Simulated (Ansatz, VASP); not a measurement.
# WS in VASP and in Ansatz

```xyz
2
Lattice="0.0000 2.9195 2.9195 2.9195 0.0000 2.9195 2.9195 2.9195 0.0000" Properties=species:S:1:pos:R:3 pbc="T T T"
W     0.0000    0.0000    0.0000
S     1.4597    1.4597    1.4597
```

Alike in both runs: task single point; functional r2SCAN; k mesh 12 × 12 × 12; occupations gaussian, width 0.1 eV; no spin polarisation; Hubbard terms W d U = 6.2 eV.

|  | VASP | Ansatz |
| --- | --- | --- |
| version | VASP 6.6.1 | Ansatz 0.2.0 |
| potentials or method | VASP PAW PBE potentials, release 64 (W_sv, S), cutoff 520 eV | scalar-relativistic, plane waves, PAW |
| valence electrons in the cell | 20 | 20 |

|  | VASP | Ansatz | Ansatz less VASP |
| --- | --- | --- | --- |
| gap on the k mesh at the Fermi level (eV) | 0.20 | 1.57 | +1.377 |
| least direct gap on the mesh (eV) | 0.33 | 2.17 | +1.835 |
| pressure (GPa) | -4.5 | -2.0 | +2.47 |

VASP's potentials were made for PBE, not for r2SCAN. The programs project onto different local orbitals, so the same U acts differently, and such runs can settle in different states.

Neither program's run includes spin-orbit coupling.
